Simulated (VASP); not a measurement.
Write the native input for VASP 6.6.1 that does the following.

```yaml
Task: single point
Functional: PBE
Potentials_or_basis: VASP PAW PBE potentials, release 64 (Mg, I)
Cutoff: 520 eV
k_mesh: 6 × 6 × 4
Occupations: gaussian, width 0.05 eV
Spin: no spin polarisation
Dipole_correction: no
Further_INCAR_settings: ALGO = Normal; EDIFF = 1e-06; NBANDS = 15
```

The structure of MgI2 lies in POSCAR:

```
MgI2
1.0
    4.3165329393      0.0000000000      0.0000000000
   -2.1582664697      3.7382271817      0.0000000000
    0.0000000000      0.0000000000      8.0147218160
Mg I
1 2
Direct
    0.0000000000      0.0000000000      0.0000000000
    0.3333333333      0.6666666667      0.7973879295
    0.6666666667      0.3333333333      0.2026120705
```

These files were run (other wordings do the same):

INCAR

```
SYSTEM = MgI2
PREC = Accurate
ENCUT = 520
EDIFF = 1E-6
ISMEAR = 0
SIGMA = 0.05
LREAL = .FALSE.
LASPH = .TRUE.
NELM = 80
ALGO = Normal
ISIF = 2
LWAVE = .FALSE.
LCHARG = .FALSE.
GGA = PE
NBANDS = 15
```

KPOINTS

```
regular mesh
0
G
  6 6 4
  0 0 0
```

Potentials or basis: VASP PAW PBE potentials, release 64 (Mg, I).

Run with:

```bash
$ cat potpaw_PBE.64/Mg/POTCAR potpaw_PBE.64/I/POTCAR > POTCAR
$ mpirun -np 1 vasp_std > vasp.out
```

It gave:

```yaml
Pressure: -0.6 GPa
Largest_force: 0.044 eV/Å
Band_gap_on_the_k_mesh: 3.67 eV, direct
```

Caveat: spin-orbit coupling is left out, which moves the levels of the heavy elements; this functional lacks dispersion, which binds the layers, so the pressure and a relaxed spacing across them are unreliable.

Wall time 26 s on 1 thread of Intel(R) Xeon(R) Platinum 8375C CPU @ 2.90GHz (Ice Lake), with other jobs on the host, peak memory 0.25 GiB.
